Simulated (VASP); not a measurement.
Runs of VASP 6.6.1 on ZnReH. The structure is that of space group P4/mmm (No. 123), or close to it. The cells are those of the table. The cell was built from a structure type or drawn by symmetry, and may not be a known phase.

| task | spin | cell | k mesh | cutoff (eV) | gap on the mesh (eV) | pressure (GPa) |
| --- | --- | --- | --- | --- | --- | --- |
| single point | off | a = 2.786, b = 2.786, c = 4.149 Å, 3 atoms | 6 × 6 × 6 | 520 | none | (a) |
| single point | off | a = 3.301, b = 3.301, c = 3.369 Å, 3 atoms | 6 × 6 × 6 | 520 | none | -20.9 |
| single point | collinear | a = 2.786, b = 2.786, c = 4.149 Å, 3 atoms | 6 × 6 × 4 | 520 | none | 1.4 |
| relaxation of cell and atoms | off | relaxed from a = 3.301, b = 3.301, c = 3.369 Å, 3 atoms | 6 × 6 × 6 | 600 | none | -0.1 |

Alike in all rows: level PBE; potentials or basis VASP PAW PBE potentials, release 64 (Zn, Re, H); smearing gaussian 0.1 eV.

Q: Estimate the missing entries.

A: (a) 0.6.

Caveats: some runs use coarse meshes; spin-orbit coupling is left out, which moves the levels of the heavy elements; the cell stands under tension (at least some runs); a cell axis changed by over 15 % at a fixed basis, so the end point is rough (at least some runs).

A k mesh can miss the band edges, and the runs leave out spin-orbit coupling on Re.

A gap of «none» marks levels without a gap at the run's occupations.
